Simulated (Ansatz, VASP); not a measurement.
## One calculation of SrTeO, two programs

```
Sr Te O
1.0
    -2.31503    2.31503    4.54243
     2.31503   -2.31503    4.54243
     2.31503    2.31503   -4.54243
Sr Te O
1 1 1
Direct
  0.89517 0.89517 0.00000
  0.44521 0.44521 0.00000
  0.65962 0.65962 0.00000
```

Alike in both runs: functional LDA; k mesh 8 × 8 × 8; occupations gaussian, width 0.1 eV; no spin polarisation.

Ansatz relaxed the structure, and its values are those at the end. VASP's run is a single point on that final structure, the one shown.

|  | VASP | Ansatz |
| --- | --- | --- |
| version | VASP 6.6.1 | Ansatz 0.2.0 |
| potentials or method | VASP PAW LDA potentials, release 64 (Sr_sv, Te, O), cutoff 520 eV | scalar-relativistic, plane waves, PAW |
| valence electrons in the cell | 22 | 32 |

Ansatz gave:

* gap on the k mesh at the Fermi level (eV): 0.93
* least direct gap on the mesh (eV): 0.94
* pressure (GPa): -0.1
* rms of the force components (eV/Å): 0.016

Q: Which values does VASP return?

A: gap on the k mesh at the Fermi level (eV): 0.91; least direct gap on the mesh (eV): 0.92; pressure (GPa): 0.2; rms of the force components (eV/Å): 0.060.

LDA's correlation is that of Perdew and Zunger in VASP and of Perdew and Wang (1992) in Ansatz. VASP's potentials hold 22 valence electrons a cell and Ansatz's 32, so a difference there can come from the potentials and not from the codes.

Spin-orbit coupling is off throughout.
